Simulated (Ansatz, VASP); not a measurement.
**In3B2As in VASP and in Ansatz**

```
In B As
1.0
     5.61680    0.00000    0.00000
    -2.80840    4.86429    0.00000
     0.00000    0.00000    4.01740
In B As
3 2 1
Direct
  0.50000 0.00000 0.50000
  0.00000 0.50000 0.50000
  0.50000 0.50000 0.50000
  0.33333 0.66667 0.00000
  0.66667 0.33333 0.00000
  0.00000 0.00000 0.00000
```

Change from the starting cell: species swapped into the NdGa2Pt3 type (P6/mmm, No. 191).

Alike in both runs: task single point; functional PBE; k mesh 6 × 6 × 4; occupations gaussian, width 0.1 eV; no spin polarisation.

|  | VASP | Ansatz |
| --- | --- | --- |
| version | VASP 6.6.1 | Ansatz 0.2.0 |
| potentials or method | VASP PAW PBE potentials, release 64 (In_d, B, As), cutoff 520 eV | scalar-relativistic, plane waves, PAW |
| valence electrons in the cell | 50 | 60 |

|  | VASP | Ansatz | Ansatz less VASP |
| --- | --- | --- | --- |
| gap on the k mesh at the Fermi level (eV) | none | none | - |
| pressure (GPa) | 7.3 | 7.2 | -0.02 |
| traceless stress, the component that is largest in VASP (GPa) | -10.58 | -10.58 | -0.007 |

A gap of «none» marks a metal or a gap that the smearing closes. VASP's potentials hold 50 valence electrons a cell and Ansatz's 60, so a difference there can come from the potentials and not from the codes.

The k mesh is coarse, so the values compare programs but aren't converged.
